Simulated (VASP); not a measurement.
# ReS2 in VASP: notebook

ReS2 is run at these levels: LDA; tasks: single point.

Everything below comes from runs of VASP 6.6.1. Logs are shortened: lines on timing, memory, paths and dates and some standing lists are left out, and cuts for length are marked.

## 1. The cell of the first run

The cell holds a sheet with vacuum, 24 atoms: a = 6.299 Å, b = 6.404 Å, c = 23.000 Å, α = 90.00°, β = 90.00°, γ = 61.23°.

## 2. Single point, LDA

The input, INCAR:

```
SYSTEM = ReS2
PREC = Accurate
ENCUT = 520
EDIFF = 1E-7
ISMEAR = 0
SIGMA = 0.01
LREAL = Auto
LASPH = .TRUE.
NELM = 80
ALGO = Normal
ISIF = 2
LWAVE = .FALSE.
LCHARG = .TRUE.
GGA = CA
LELF = .TRUE.
LVHAR = .TRUE.
NBANDS = 94
LUSENCCL = .FALSE.
```

The input, KPOINTS:

```
Automatic mesh
0
G
  4 4 1
  0 0 0
```

The input, POSCAR:

```
ReS2
1.0
    6.2991849590     -0.0061710578      0.0000000000
    3.0878868001      5.6102736789      0.0000000000
    0.0000000000      0.0000000000     23.0000000000
Re S
8 16
Direct
    0.1130287998      0.1969780309      0.3666203765
    0.2358341566      0.5715523585      0.3714496103
    0.6862881407      0.1701644103      0.3684373870
    0.6625101732      0.5987226192      0.3698326511
    0.6283136566      0.7322529680      0.6285504577
    0.7511190412      1.1068274196      0.6333796497
    1.2016375424      0.7050830067      0.6301673186
    1.1778595990      1.1336412181      0.6315625799
    0.8581604732      0.7883593739      0.3182166168
    0.3197427164      0.8194689448      0.3109366647
    0.0288323774      0.9491039355      0.4270277238
   -0.0085170226      0.4878209861      0.4368200448
    0.4908437521      0.9805698256      0.4198631723
    0.8186537495      0.3267619498      0.2937392349
    0.5291391217      0.4424964194      0.4445444240
    0.3584576400      0.2794569630      0.3013908672
    1.3733039896      1.3232358024      0.5801368122
    0.8353151486      1.3547017647      0.5729723056
    0.5444047429      1.4843365592      0.6890633968
    0.5056902347      1.0243489630      0.6986091043
    1.0059872797      1.5154462647      0.6817833586
    1.3350088197      0.8613092904      0.5554555471
    1.0454941420      0.9770438534      0.7062607442
    0.8726646411      0.8159847158      0.5631799516
```

Potentials or basis: VASP PAW LDA potentials, release 64 (Re, S).

The run is started by

```sh
$ cat potpaw_LDA.64/Re/POTCAR potpaw_LDA.64/S/POTCAR > POTCAR
$ mpirun -np 1 vasp_std > vasp.out
```

OUTCAR:

```text
SYSTEM = ReS2
   PREC = Accurate
   ENCUT = 520
   EDIFF = 1E-7
   ISMEAR = 0
   LREAL = Auto
   LASPH = .TRUE.
   NELM = 80
   ISIF = 2
   GGA = CA

 ion  position               nearest neighbor table
   1  0.113  0.197  0.367-  12 2.30  14 2.34  11 2.35  16 2.39  13 2.43  10 2.48   4 2.77   3 2.78
                             2 2.86
   2  0.236  0.572  0.371-  16 2.30  15 2.34  10 2.35  12 2.39   9 2.43  11 2.48   3 2.76   4 2.78
                             1 2.86
   3  0.686  0.170  0.368-  15 2.33  14 2.34  11 2.35  16 2.40  13 2.41   9 2.44   4 2.68   2 2.76
                             1 2.78
   4  0.663  0.599  0.370-  14 2.33  15 2.34  10 2.36  12 2.40   9 2.42  13 2.43   3 2.68   1 2.77
                             2 2.78
   5  0.628  0.732  0.629-  20 2.30  22 2.34  19 2.35  24 2.39  21 2.43  18 2.48   8 2.76   7 2.78
                             6 2.86
   6  0.751  0.107  0.633-  24 2.30  23 2.34  18 2.35  20 2.39  17 2.43  19 2.48   7 2.77   8 2.78
                             5 2.86
   7  0.202  0.705  0.630-  23 2.33  22 2.34  19 2.36  24 2.40  21 2.42  17 2.43   8 2.68   6 2.77
                             5 2.78
   8  0.178  0.134  0.632-  22 2.33  23 2.34  18 2.35  20 2.40  17 2.41  21 2.44   7 2.68   5 2.76
                             6 2.78
   9  0.858  0.788  0.318-   4 2.42   2 2.43   3 2.44
  10  0.320  0.819  0.311-   2 2.35   4 2.36   1 2.48
  11  0.029  0.949  0.427-   3 2.35   1 2.35   2 2.48
  12  0.991  0.488  0.437-   1 2.30   2 2.39   4 2.40
  13  0.491  0.981  0.420-   3 2.41   1 2.43   4 2.43
  14  0.819  0.327  0.294-   4 2.33   1 2.34   3 2.34
[... 8 lines left out ...]
  23  0.045  0.977  0.706-   7 2.33   6 2.34   8 2.34
  24  0.873  0.816  0.563-   6 2.30   5 2.39   7 2.40

  LATTYP: Found a simple monoclinic cell.
 ALAT       =     6.2991879818
 B/A-ratio  =     3.6512642688
 C/A-ratio  =     1.0166265738
 COS(beta)  =    -0.4813283504

  Lattice vectors:

 A1 = (   6.2991849590,  -0.0061710578,   0.0000000000)
 A2 = (   0.0000000000,   0.0000000000,  23.0000000000)
 A3 = (  -3.0878868001,  -5.6102736789,   0.0000000000)

Analysis of symmetry for initial positions (statically):
=====================================================================
 Subroutine PRICEL returns:
 Original cell was already a primitive cell.

 Routine SETGRP: Setting up the symmetry group for a
 simple monoclinic supercell.

 Subroutine GETGRP returns: Found  2 space group operations
 (whereof  1 operations were pure point group operations)
 out of a pool of  4 trial point group operations.

The static configuration has the point symmetry C_1 .
 The point group associated with its full space group is S_2 .

Analysis of symmetry for dynamics (positions and initial velocities):
=====================================================================
 Subroutine PRICEL returns:
 Original cell was already a primitive cell.

 Routine SETGRP: Setting up the symmetry group for a
 simple monoclinic supercell.

 Subroutine GETGRP returns: Found  2 space group operations
 (whereof  1 operations were pure point group operations)
 out of a pool of  4 trial point group operations.

The dynamic configuration has the point symmetry C_1 .
 The point group associated with its full space group is S_2 .

 Subroutine INISYM returns: Found  2 space group operations
 (whereof  1 operations are pure point group operations),
 and found     1 'primitive' translations

----------------------------------------------------------------------------------------

                                     Primitive cell

  volume of cell :     813.2618

  direct lattice vectors                    reciprocal lattice vectors
     6.299184959 -0.006171058  0.000000000     0.158665144 -0.087329074  0.000000000
     3.087886800  5.610273679  0.000000000     0.000174525  0.178148366 -0.000000000
     0.000000000  0.000000000 23.000000000    -0.000000000  0.000000000  0.043478261

  length of vectors
     6.299187982  6.403921895 23.000000000     0.181110450  0.178148451  0.043478261

  position of ions in fractional coordinates (direct lattice)
     0.113028800  0.196978031  0.366620377
     0.235834157  0.571552358  0.371449610
     0.686288141  0.170164410  0.368437387
     0.662510173  0.598722619  0.369832651
     0.628313657  0.732252968  0.628550458
     0.751119041  0.106827420  0.633379650
[... 16 lines left out ...]
     0.045494142  0.977043853  0.706260744
     0.872664641  0.815984716  0.563179952

  ion indices of the primitive-cell ions
   primitive index   ion index
                 1           1
                 2           2
                 3           3
                 4           4
                 5           5
                 6           6
[... 16 lines left out ...]
                23          23
                24          24

----------------------------------------------------------------------------------------

 KPOINTS: Automatic mesh

Automatic generation of k-mesh.
 Grid dimensions read from file:
 generate k-points for:    4    4    1

 Generating k-lattice:

  Cartesian coordinates                     Fractional coordinates (reciprocal lattice)
     0.039666286 -0.021832268  0.000000000     0.250000000  0.000000000  0.000000000
     0.000043631  0.044537091 -0.000000000     0.000000000  0.250000000  0.000000000
    -0.000000000  0.000000000  0.043478261     0.000000000  0.000000000  1.000000000

  Length of vectors
     0.045277612  0.044537113  0.043478261

  Shift w.r.t. Gamma in fractional coordinates (k-lattice)
     0.000000000  0.000000000  0.000000000

 Subroutine IBZKPT returns following result:
 ===========================================

 Found     10 irreducible k-points:

 Following reciprocal coordinates:
            Coordinates               Weight
  0.000000  0.000000  0.000000      1.000000
  0.250000  0.000000  0.000000      2.000000
  0.500000  0.000000  0.000000      1.000000
  0.000000  0.250000  0.000000      2.000000
  0.250000  0.250000  0.000000      2.000000
  0.500000  0.250000  0.000000      2.000000
 -0.250000  0.250000  0.000000      2.000000
  0.000000  0.500000  0.000000      1.000000
  0.250000  0.500000  0.000000      2.000000
  0.500000  0.500000  0.000000      1.000000
   k-points           NKPTS =     10   k-points in BZ     NKDIM =     10   number of bands    NBANDS=     94
   number of dos      NEDOS =    301   number of ions     NIONS =     24
   total plane-waves  NPLWV = 414720
   dimension x,y,z NGX =    48 NGY =   48 NGZ =  180
   dimension x,y,z NGXF=    96 NGYF=   96 NGZF=  360
   ions per type =               8  16
   NGX,Y,Z   is equivalent  to a cutoff of  12.67, 12.46, 13.01 a.u.
   NGXF,Y,Z  is equivalent  to a cutoff of  25.34, 24.92, 26.02 a.u.
 SYSTEM =  ReS2
   PREC   = accura    normal or accurate (medium, high low for compatibility)
   ISTART =      0    job   : 0-new  1-cont  2-samecut
   ICHARG =      2    charge: 1-file 2-atom 10-const
   ISPIN  =      1    spin polarized calculation?
   LNONCOLLINEAR =      F non collinear calculations
   LSORBIT =      F    spin-orbit coupling
   LASPH  =      T    aspherical Exc in radial PAW
   ENCUT  =  520.0 eV  38.22 Ry    6.18 a.u.  11.71 11.91 42.76*2*pi/ulx,y,z
   NELM   =     80;   NELMIN=  2; NELMDL= -5     # of ELM steps
   EDIFF  = 0.1E-06   stopping-criterion for ELM
   LREAL  =      T    real-space projection
   EDIFFG = 0.1E-05   stopping-criterion for IOM
   NSW    =      0    number of steps for IOM
   IBRION =     -1    ionic relax: 0-MD 1-quasi-New 2-CG
   NFREE  =      0    steps in history (QN), initial steepest desc. (CG)
   ISIF   =      2    stress and relaxation
   ISYM   =      2    0-nonsym 1-usesym 2-fastsym
   POTIM  = 0.5000    time-step for ionic-motion
   TEBEG  =    0.0;   TEEND  =   0.0 temperature during run
   PSTRESS=    0.0 pullay stress
   NELECT =     152.0000    total number of electrons
   NUPDOWN=      -1.0000    fix difference up-down
   EMIN   =  10.00;   EMAX   =-10.00  energy-range for DOS
   EFERMI =   0.00;   METHOD = LEGACY
   ISMEAR =     0;   SIGMA  =   0.01  broadening in eV -4-tet -1-fermi 0-gaus
   EFERMI_NEDOS =   21; number of points for ismear=-14 and -15
   IALGO  =     38    algorithm
   IMIX   =      4    mixing-type and parameters
     AMIX     =   0.40;   BMIX     =  1.00
     AMIX_MAG =   1.60;   BMIX_MAG =  1.00
  volume/ion in A,a.u.               =      33.89       228.67
  Fermi-wavevector in a.u.,A,eV,Ry     =   0.936007  1.768797 11.920196  0.876110
  Thomas-Fermi vector in A             =   2.062973
   LORBIT       =      0    0 simple, 1 ext, 2 COOP (PROOUT), +10 PAW based schemes
   GGA     = CA    functional components
   LHFCALC =     F    Hartree Fock is set to
   AEXX    =    0.0000 exact exchange contribution
   IVDW    =     0    specifies the selected vdW correction
   LEPSILON=     F    determine dielectric tensor
   LRPA    =     F    only Hartree local field effects (RPA)
 non-spin polarized calculation
 Gauss-broadening in eV      SIGMA  =   0.01
  energy-cutoff  :      520.00
  volume of cell :      813.26
 maximum number of plane-waves:     21924
 NGX is ok and might be reduce to    48
   NGX = 23   NGY = 23   NGZ = 85

 number of electron     151.9999996 magnetization

 Free energy of the ion-electron system (eV)
  ---------------------------------------------------
  ext. energy  EPLUGINS =         0.00000000
  ---------------------------------------------------
  free energy    TOTEN  =      -200.02594010 eV

  energy without entropy =     -200.02594010  energy(sigma->0) =     -200.02594010

 E-fermi :   0.1599     XC(G=0):  -6.2056

 val. band max:        0.1019353910   @ k =   0.0000   0.0000   0.0000
 cond. band min:       1.4719129861   @ k =   0.0000   0.0000   0.0000
 fundamental gap:      1.3699775952
 Fermi energy:         0.1599163949

 k-point     1 :       0.0000    0.0000    0.0000
  band No.  band energies     occupation
      1     -14.9751      2.00000
      2     -14.8716      2.00000
      3     -13.4759      2.00000
      4     -13.3633      2.00000
      5     -13.0441      2.00000
      6     -13.0158      2.00000
[... 899 lines left out ...]
     87       2.5038      0.00000
     88       2.6584      0.00000
 [bands above 88 left out]

------------------------ aborting loop because EDIFF is reached ----------------------------------------

  FORCE on cell =-STRESS in cart. coord.  units (eV):
  Direction    XX          YY          ZZ          XY          YZ          ZX
  --------------------------------------------------------------------------------------
  -------------------------------------------------------------------------------------
  Total        2.7019979      2.7332051      2.5539007     -0.0445487     -0.0883557     -0.0123122
  in kB        5.3231075      5.3845877      5.0313467     -0.0877637     -0.1740663     -0.0242558
  external PRESSURE =       5.2463473 kB  Pullay stress =       0.0000000 kB

 VOLUME and BASIS-vectors are now :
 -----------------------------------------------------------------------------
  energy-cutoff  :      520.00
  volume of cell :      813.26
      direct lattice vectors                 reciprocal lattice vectors
     6.299184959 -0.006171058  0.000000000     0.158665144 -0.087329074  0.000000000
     3.087886800  5.610273679  0.000000000     0.000174525  0.178148366 -0.000000000
     0.000000000  0.000000000 23.000000000    -0.000000000  0.000000000  0.043478261

 POSITION                                       TOTAL-FORCE (eV/Angst)
 -----------------------------------------------------------------------------------
      1.32024      1.10440      8.43227         0.024032     -0.025919     -0.014637
      3.25045      3.20511      8.54334        -0.021940      0.021475      0.013002
      4.84850      0.95043      8.47406        -0.014256     -0.041781     -0.012241
      6.02206      3.35491      8.50615         0.015623      0.039450      0.011125
      6.21898      4.10426     14.45666         0.021940     -0.021475     -0.013002
      5.06131      0.59470     14.56773        -0.024032      0.025919      0.014637
[... 16 lines left out ...]
      3.30358      5.48120     16.24400        -0.001708     -0.001272      0.166714
      8.01674      4.57251     12.95314        -0.003336     -0.038949     -0.132779
 -----------------------------------------------------------------------------------
    total drift:                               -0.000530     -0.001879      0.000224

  FREE ENERGIE OF THE ION-ELECTRON SYSTEM (eV)
  ---------------------------------------------------
  free  energy   TOTEN  =      -200.0259401008 eV

  energy  without entropy=     -200.0259401008  energy(sigma->0) =     -200.02594010
```

Run time: 3.5 min. Hardware: 1 × NVIDIA H100 80GB with 1 thread of AMD EPYC 7R13 (Zen 3), shared host; peak memory 1.9 GiB.

Results:

* Free energy: -200.0259 eV
* Largest force: 0.167 eV/Å
* Band gap on the k mesh: 1.37 eV

Forces on the atoms (eV/Å):
```
Re   0.024 -0.026 -0.015
Re  -0.022  0.021  0.013
Re  -0.014 -0.042 -0.012
Re   0.016  0.039  0.011
Re   0.022 -0.021 -0.013
Re  -0.024  0.026  0.015
Re  -0.016 -0.039 -0.011
Re   0.014  0.042  0.012
S    0.005  0.010 -0.069
S   -0.004  0.047 -0.090
S    0.004 -0.048  0.089
S    0.003  0.039  0.133
S   -0.004 -0.009  0.068
S    0.002  0.001 -0.167
S    0.000  0.002  0.166
S   -0.002 -0.034 -0.129
S    0.004  0.009 -0.068
S   -0.004  0.048 -0.089
S    0.004 -0.047  0.090
S    0.002  0.034  0.129
S   -0.005 -0.010  0.069
S    0.000 -0.002 -0.166
S   -0.002 -0.001  0.167
S   -0.003 -0.039 -0.133
```

Levels at points of the mesh, in eV from the valence-band top:
```csv
k point,band 74,band 75,band 76,band 77,band 78,band 79
"(0.00, 0.00, 0.00)",-0.25,-0.11,0.00,1.37,1.46,1.99
"(0.50, 0.00, 0.00)",-0.44,-0.41,-0.33,1.58,1.73,1.90
"(0.00, 0.50, 0.00)",-0.39,-0.19,-0.18,1.64,1.77,1.83
"(0.50, 0.50, 0.00)",-0.46,-0.45,-0.41,1.61,1.71,1.77
```

Caveat: spin-orbit coupling is left out, which moves the levels of the heavy elements.

## 3. Single point, LDA

The input, INCAR:

```
  PREC = Accurate
  ENCUT = 520
  EDIFF = 1E-6
  ISMEAR = 0
  SIGMA = 0.01
  LREAL = Auto
  LASPH = T
  NELM = 80
  ALGO = Normal
  ISIF = 2
  LWAVE = F
  LCHARG = F
  GGA = CA
  NBANDS = 94
  LUSENCCL = F
```

The input, KPOINTS:

```
Automatic mesh
0
Gamma
  4 4 1
```

The input, POSCAR:

```
ReS2
1.0
    6.2991849590     -0.0061710578      0.0000000000
    3.0878868001      5.6102736789      0.0000000000
    0.0000000000      0.0000000000     23.0000000000
Re S
8 16
Direct
    0.1130287998      0.1969780309      0.3666203765
    0.2358341566      0.5715523585      0.3714496103
    0.6862881407      0.1701644103      0.3684373870
    0.6625101732      0.5987226192      0.3698326511
    0.6309335288      0.7269085171      0.6298548055
    0.7537389135      1.1014829686      0.6346839975
    1.2042574146      0.6997385557      0.6314716664
    1.1804794712      1.1282967671      0.6328669277
    0.8581604732      0.7883593739      0.3182166168
    0.3197427164      0.8194689448      0.3109366647
    0.0288323774      0.9491039355      0.4270277238
   -0.0085170226      0.4878209861      0.4368200448
    0.4908437521      0.9805698256      0.4198631723
    0.8186537495      0.3267619498      0.2937392349
    0.5291391217      0.4424964194      0.4445444240
    0.3584576400      0.2794569630      0.3013908672
    1.3759238618      1.3178913515      0.5814411601
    0.8379350208      1.3493573138      0.5742766534
    0.5470246151      1.4789921082      0.6903677446
    0.5083101069      1.0190045120      0.6999134521
    1.0086071519      1.5101018138      0.6830877064
    1.3376286919      0.8559648395      0.5567598949
    1.0481140142      0.9716994025      0.7075650921
    0.8752845133      0.8106402648      0.5644842994
```

Potentials or basis: VASP PAW LDA potentials, release 64 (Re, S).

The run is started by

```sh
$ cat potpaw_LDA.64/Re/POTCAR potpaw_LDA.64/S/POTCAR > POTCAR
$ mpirun -np 1 vasp_std > vasp.out
```

Run time: 4.6 min. Hardware: 1 × NVIDIA H100 80GB with 1 thread of AMD EPYC 7R13 (Zen 3), shared host; peak memory 1.9 GiB.

The run converged. Its results:

```
Free energy            : -200.0257 eV
Largest force          : 0.174 eV/Å
Band gap on the k mesh : 1.38 eV
```

Forces in eV/Å, atoms in the order of the input:
```
Re   0.023 -0.022 -0.017
Re  -0.021  0.024  0.017
Re  -0.015 -0.043 -0.010
Re   0.014  0.041  0.009
Re   0.021 -0.024 -0.017
Re  -0.023  0.022  0.017
Re  -0.014 -0.041 -0.009
Re   0.015  0.043  0.010
S    0.005  0.010 -0.070
S   -0.004  0.047 -0.091
S    0.008 -0.051  0.101
S   -0.002  0.040  0.137
S   -0.009 -0.012  0.077
S    0.002  0.001 -0.167
S    0.002 -0.003  0.174
S   -0.002 -0.034 -0.130
S    0.009  0.012 -0.077
S   -0.008  0.051 -0.101
S    0.004 -0.047  0.091
S    0.002  0.034  0.130
S   -0.005 -0.010  0.070
S   -0.002  0.003 -0.174
S   -0.002 -0.001  0.167
S    0.002 -0.040 -0.137
```

Levels at points of the mesh, in eV from the valence-band top:
| k point | band 72 | band 73 | band 74 | band 75 | band 76 | band 77 | band 78 | band 79 | band 80 | band 81 |
| --- | --- | --- | --- | --- | --- | --- | --- | --- | --- | --- |
| (0.00, 0.00, 0.00) | -0.36 | -0.35 | -0.24 | -0.10 | 0.00 | 1.38 | 1.47 | 2.00 | 2.01 | 2.12 |
| (0.50, 0.00, 0.00) | -0.71 | -0.48 | -0.44 | -0.40 | -0.32 | 1.59 | 1.74 | 1.91 | 1.99 | 2.04 |
| (0.00, 0.50, 0.00) | -0.51 | -0.48 | -0.38 | -0.18 | -0.17 | 1.65 | 1.78 | 1.84 | 1.97 | 2.04 |
| (0.50, 0.50, 0.00) | -0.55 | -0.49 | -0.45 | -0.44 | -0.40 | 1.62 | 1.72 | 1.79 | 1.88 | 1.92 |

Caveat: spin-orbit coupling is left out, which moves the levels of the heavy elements.

(Part 1 of 2 ends here.)
